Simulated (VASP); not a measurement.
# Si16B (a cell with a defect) in VASP: further runs

The runs below take Si16B (a cell with a defect) through single point, with PBE+D3(BJ).

Program: VASP 6.6.1. These are calculated values, not measurements. Logs are shortened: lines on timing, memory, paths and dates and some standing lists are left out, and cuts for length are marked.

## Step 1: The cell of the first run

The cell holds a defect, 17 atoms: a = 7.679 Å, b = 7.679 Å, c = 7.679 Å, α = 60.00°, β = 60.00°, γ = 60.00°.

## Step 2: Single point, PBE+D3(BJ), collinear spin, zero start

INCAR reads:

```
SYSTEM = Si16B
  PREC = Accurate
  ENCUT = 520
  EDIFF = 1E-6
  ISMEAR = -1
  SIGMA = 0.05
  LREAL = Auto
  LASPH = .True.
  NELM = 150
  ALGO = Normal
  ISIF = 2
  LWAVE = .False.
  LCHARG = .False.
  ISPIN = 2
  MAGMOM = 0 0 0 0 0 0 0 0 0 0 0 0 0 0 0 0 0
  LORBIT = 11
  GGA = PE
  IVDW = 12
  NBANDS = 52
```

KPOINTS reads:

```
Automatic mesh
0
Gamma
  2 2 2
  0 0 0
```

POSCAR reads:

```
Si16B
1.0
    0.0000000000      5.4300000000      5.4300000000
    5.4300000000      0.0000000000      5.4300000000
    5.4300000000      5.4300000000      0.0000000000
Si B
16 1
Direct
    0.0040791897      0.0060865562      0.0028453039
    0.1608287293      0.1001841621      0.1139594843
   -0.0041988950      0.0182504604      0.4853591160
    0.1310128913      0.1223941068      0.6194290976
    0.0005524862      0.4856721915      0.0052670350
    0.0943646409      0.6354696133      0.1270534070
   -0.0155709024      0.5060681400      0.5257182320
    0.1122191529      0.6531952118      0.6412615101
    0.5228360958     -0.0116390424      0.0035543278
    0.6455616943      0.1432965009      0.1127255985
    0.5107182320      0.0251012891      0.4740699816
    0.6081399632      0.1618416206      0.6274953959
    0.4676703499      0.5176151013     -0.0048895028
    0.6254051565      0.6138213628      0.1008379374
    0.4876335175      0.5331215470      0.4808379374
    0.6147697974      0.6558931860      0.6048987109
    0.9256169429      0.8433885820      0.3945856354
```

Potentials or basis: VASP PAW PBE potentials, release 64 (Si, B).

Started as:

```console
$ cat potpaw_PBE.64/Si/POTCAR potpaw_PBE.64/B/POTCAR > POTCAR
$ mpirun -np 1 vasp_std > vasp.out
```

OUTCAR:

```text
SYSTEM = Si16B
   PREC = Accurate
   ENCUT = 520
   EDIFF = 1E-6
   ISMEAR = -1
   LREAL = Auto
   LASPH = .True.
   NELM = 150
   ISIF = 2
   ISPIN = 2
   LORBIT = 11
   GGA = PE
   IVDW = 12
 IVDW          = 12

 ion  position               nearest neighbor table
   1  0.004  0.006  0.003-  10 2.25   2 2.28   6 2.34   4 2.41  17 2.48
   2  0.161  0.100  0.114-   9 2.27   1 2.28   3 2.35   5 2.43
   3  0.996  0.018  0.485-  17 2.15   8 2.30   4 2.35   2 2.35  12 2.44
   4  0.131  0.122  0.619-   3 2.35  11 2.39   1 2.41   7 2.42
   5  0.001  0.486  0.005-   6 2.30   8 2.31  14 2.36   2 2.43
   6  0.094  0.635  0.127-   5 2.30   1 2.34  13 2.34   7 2.51  17 2.65
   7  0.984  0.506  0.526-  17 2.15  16 2.34   4 2.42   8 2.45   6 2.51
   8  0.112  0.653  0.641-   3 2.30   5 2.31  15 2.37  17 2.37   7 2.45
   9  0.523  0.988  0.004-   2 2.27  14 2.37  12 2.38  10 2.43
  10  0.646  0.143  0.113-   1 2.25  11 2.27  13 2.38   9 2.43
  11  0.511  0.025  0.474-  10 2.27  16 2.32   4 2.39  12 2.44  17 2.63
  12  0.608  0.162  0.627-  15 2.33   9 2.38   3 2.44  11 2.44
  13  0.468  0.518  0.995-  14 2.27   6 2.34  10 2.38  16 2.45
  14  0.625  0.614  0.101-  13 2.27   5 2.36   9 2.37  15 2.40
  15  0.488  0.533  0.481-  12 2.33  16 2.34   8 2.37  14 2.40
  16  0.615  0.656  0.605-  11 2.32   7 2.34  15 2.34  13 2.45
  17  0.926  0.843  0.395-   7 2.15   3 2.15   8 2.37   1 2.48  11 2.63   6 2.65

  LATTYP: Found a face centered cubic cell.
 ALAT       =    10.8600000000

  Lattice vectors:

 A1 = (   0.0000000000,   5.4300000000,   5.4300000000)
 A2 = (   5.4300000000,   0.0000000000,   5.4300000000)
 A3 = (   5.4300000000,   5.4300000000,   0.0000000000)

Analysis of symmetry for initial positions (statically):
=====================================================================
 Subroutine PRICEL returns:
 Original cell was already a primitive cell.

 Routine SETGRP: Setting up the symmetry group for a
 face centered cubic supercell.

 Subroutine GETGRP returns: Found  1 space group operations
 (whereof  1 operations were pure point group operations)
 out of a pool of 48 trial point group operations.

The static configuration has the point symmetry C_1 .

Analysis of symmetry for dynamics (positions and initial velocities):
=====================================================================
 Subroutine PRICEL returns:
 Original cell was already a primitive cell.

 Routine SETGRP: Setting up the symmetry group for a
 face centered cubic supercell.

 Subroutine GETGRP returns: Found  1 space group operations
 (whereof  1 operations were pure point group operations)
 out of a pool of 48 trial point group operations.

The dynamic configuration has the point symmetry C_1 .

Analysis of structural, dynamic, and magnetic symmetry:
=====================================================================
[... 173 lines left out ...]
 E-fermi :   6.4280     XC(G=0):  -9.5942

 val. band max:        6.4031616173   @ k =   0.0000   0.0000   0.5000
 cond. band min:       6.5103403028   @ k =   0.0000   0.0000   0.0000
 fundamental gap:      0.1071786855
 Fermi energy:         6.4280280213

 spin component 1

 k-point     1 :       0.0000    0.0000    0.0000
  band No.  band energies     occupation
      1      -6.3098      1.00000
      2      -4.1323      1.00000
      3      -3.8525      1.00000
      4      -3.7650      1.00000
      5      -3.6434      1.00000
      6      -2.5396      1.00000
[... 373 lines left out ...]
     44       9.9509      0.00000
     45      10.1716      0.00000
 Fermi energy:         6.4280280213

 spin component 2

 k-point     1 :       0.0000    0.0000    0.0000
  band No.  band energies     occupation
      1      -6.3098      1.00000
      2      -4.1323      1.00000
      3      -3.8525      1.00000
      4      -3.7650      1.00000
      5      -3.6434      1.00000
      6      -2.5396      1.00000
[... 373 lines left out ...]
     44       9.9509      0.00000
     45      10.1716      0.00000
 [bands above 45 left out]

------------------------ aborting loop because EDIFF is reached ----------------------------------------

 Edisp (eV)   -5.34365

 E8    (eV) :    -2.1995

  FORCE on cell =-STRESS in cart. coord.  units (eV):
  Direction    XX          YY          ZZ          XY          YZ          ZX
  --------------------------------------------------------------------------------------
  -------------------------------------------------------------------------------------
  Total      -0.30731     0.12224    -0.40568    -1.28999     1.67410     0.25510
  in kB      -1.53764     0.61164    -2.02984    -6.45458     8.37651     1.27642
  external pressure =       -0.99 kB  Pullay stress =        0.00 kB

 VOLUME and BASIS-vectors are now :
 -----------------------------------------------------------------------------
  energy-cutoff  :      520.00
  volume of cell :      320.21
      direct lattice vectors                 reciprocal lattice vectors
     0.000000000  5.430000000  5.430000000    -0.092081031  0.092081031  0.092081031
     5.430000000  0.000000000  5.430000000     0.092081031 -0.092081031  0.092081031
     5.430000000  5.430000000  0.000000000     0.092081031  0.092081031 -0.092081031

 POSITION                                       TOTAL-FORCE (eV/Angst)
 -----------------------------------------------------------------------------------
      0.04850      0.03760      0.05520        -0.929995      0.109249      0.051561
      1.16280      1.49210      1.41730         1.207676     -0.426900      0.296224
      2.73460      8.04270      5.50630         0.682738     -0.891419     -0.222525
      4.02810      4.07490      1.37600         0.334775      0.286476      0.440913
      2.66580      0.03160      2.64020        -0.292319      0.088398     -0.640096
      4.14050      1.20230      3.96300         0.682798      1.041383     -0.020044
[... 9 lines left out ...]
      6.84610      6.62280      6.89970         0.371173      0.467270     -0.637969
      6.72220      7.16870      9.60570        -0.218769      0.122067     -0.194327
 -----------------------------------------------------------------------------------
    total drift:                               -0.001426      0.000260      0.001899

  FREE ENERGIE OF THE ION-ELECTRON SYSTEM (eV)
  ---------------------------------------------------
  free  energy   TOTEN  =       -93.1799244705 eV

  energy  without entropy=      -93.1528690971  energy(sigma->0) =      -93.16639678

 total charge

# of ion       s       p       d       tot
------------------------------------------
    1        0.744   0.957   0.000   1.701
    2        0.759   0.935   0.000   1.695
    3        0.740   0.948   0.000   1.688
    4        0.780   0.896   0.000   1.676
    5        0.759   0.933   0.000   1.692
    6        0.759   0.909   0.000   1.668
[... 9 lines left out ...]
   16        0.751   0.918   0.000   1.669
   17        0.811   0.802   0.000   1.613
--------------------------------------------------
tot         12.843  15.677   0.000  28.520

 magnetization (x)

# of ion       s       p       d       tot
------------------------------------------
    1       -0.000  -0.000   0.000  -0.000
    2        0.000   0.000   0.000   0.000
    3        0.000   0.000   0.000   0.000
    4        0.000  -0.000   0.000   0.000
    5       -0.000  -0.000   0.000  -0.000
    6        0.000   0.000   0.000   0.000
[... 9 lines left out ...]
   16        0.000   0.000   0.000   0.000
   17       -0.000  -0.000   0.000  -0.000
--------------------------------------------------
tot          0.000   0.000   0.000   0.000
```

OSZICAR:

```text
N       E                     dE             d eps       ncg     rms          rms(c)
DAV:   1     0.151810894211E+03    0.15181E+03   -0.25297E+04  1664   0.106E+03
DAV:   2    -0.753907219682E+02   -0.22720E+03   -0.21189E+03  2032   0.160E+02
DAV:   3    -0.893089465101E+02   -0.13918E+02   -0.13601E+02  2120   0.349E+01
DAV:   4    -0.895949474997E+02   -0.28600E+00   -0.28479E+00  2128   0.607E+00
DAV:   5    -0.896013243294E+02   -0.63768E-02   -0.63703E-02  2108   0.876E-01    0.141E+01
DAV:   6    -0.882519856306E+02    0.13493E+01   -0.15416E+00  2016   0.419E+00    0.862E+00
DAV:   7    -0.878376917014E+02    0.41429E+00   -0.10056E+00  1972   0.297E+00    0.251E+00
DAV:   8    -0.878334291154E+02    0.42626E-02   -0.13336E-01  2104   0.110E+00    0.437E-01
DAV:   9    -0.878345464500E+02   -0.11173E-02   -0.11313E-02  1968   0.349E-01    0.247E-01
DAV:  10    -0.878359001331E+02   -0.13537E-02   -0.28861E-03  2048   0.178E-01    0.123E-01
DAV:  11    -0.878361979159E+02   -0.29778E-03   -0.44674E-04  2024   0.764E-02    0.530E-02
DAV:  12    -0.878362682220E+02   -0.70306E-04   -0.83220E-05  1960   0.317E-02    0.234E-02
DAV:  13    -0.878362771675E+02   -0.89455E-05   -0.12099E-05  2072   0.122E-02    0.826E-03
DAV:  14    -0.878362785219E+02   -0.13545E-05   -0.15935E-06  1440   0.439E-03    0.329E-03
DAV:  15    -0.878362789090E+02   -0.38706E-06   -0.51806E-07  1168   0.244E-03
   1 F= -.93179924E+02 E0= -.93166397E+02  d E =-.270554E-01  mag=     0.0000
```

stdout:

```text
POSCAR found type information on POSCAR SiB
 POSCAR found :  2 types and      17 ions
 scaLAPACK will be used
 LDA part: xc-table for (Slater+PW92), standard interpolation
 POSCAR, INCAR and KPOINTS ok, starting setup
 FFT: planning ... GRIDC
 FFT: planning ... GRID_SOFT
 FFT: planning ... GRID
 WAVECAR not read
 entering main loop
```

Wall time 11 min (1 thread of Intel Xeon 6975P-C (Granite Rapids), shared host); peak memory 0.7 GiB.

What came out:

| Quantity | Value |
| --- | --- |
| Free energy | -93.1799 eV |
| Pressure | -0.1 GPa |
| Largest force | 1.662 eV/Å |
| Net moment | 0.00 μB per cell |
| Valence electrons inside the program's atomic spheres | Si 1.70, 1.69, 1.68, 1.67, 1.66, 1.65 (each value once); B 1.61 |
| Dispersion energy per atom | -0.314 eV |

Forces in eV/Å, atoms in the order of the input:
```
Si  -0.930  0.109  0.052
Si   1.208 -0.427  0.296
Si   0.683 -0.891 -0.223
Si   0.335  0.286  0.441
Si  -0.292  0.088 -0.640
Si   0.683  1.041 -0.020
Si  -0.491 -0.565  0.583
Si  -1.157 -0.003 -0.015
Si  -0.394  0.215  0.911
Si   0.019 -1.512 -0.690
Si   1.081  0.879 -0.073
Si  -0.871  0.126 -0.336
Si  -1.060 -0.559  0.130
Si   1.170  0.681  0.462
Si  -0.135 -0.059 -0.046
Si   0.371  0.467 -0.638
B   -0.219  0.122 -0.194
```

Stress tensor (GPa, compression positive):
```
-0.15 -0.65  0.13
-0.65  0.06  0.84
 0.13  0.84 -0.20
```

Caveat: the k points lie up to 0.50 Å⁻¹ apart; no moment was typed at the start, so none could form.

(Continued in part 2 of 2.)
